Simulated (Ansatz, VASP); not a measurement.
## Two plane-wave programs on PtW2

```
CELL_PARAMETERS angstrom
1.40093 0.80883 7.03945
-1.40093 0.80883 7.03945
0.00000 -1.61766 7.03945
ATOMIC_POSITIONS crystal
Pt 0.00000 0.00000 0.00000
W 0.77592 0.77592 0.77592
W 0.22408 0.22408 0.22408
```

Alike in both runs: functional PBE; k mesh 18 × 18 × 18; occupations gaussian, width 0.1 eV; no spin polarisation.

Ansatz relaxed the structure, and its values are those at the end. VASP's run is a single point on that final structure, the one shown.

|  | VASP | Ansatz |
| --- | --- | --- |
| version | VASP 6.6.1 | Ansatz 0.2.0 |
| potentials or method | VASP PAW PBE potentials, release 64 (Pt, W_sv), cutoff 520 eV | scalar-relativistic, plane waves, PAW |
| valence electrons in the cell | 38 | 46 |

|  | VASP | Ansatz | Ansatz less VASP |
| --- | --- | --- | --- |
| gap on the k mesh at the Fermi level (eV) | none | none | - |
| pressure (GPa) | 0.2 | 0.0 | -0.22 |
| rms of the force components (eV/Å) | 0.004 | 0.000 | -0.0041 |

A gap of «none» marks a metal or a gap that the smearing closes. VASP's potentials hold 38 valence electrons a cell and Ansatz's 46, so a difference there can come from the potentials and not from the codes.

Spin-orbit coupling is off throughout.
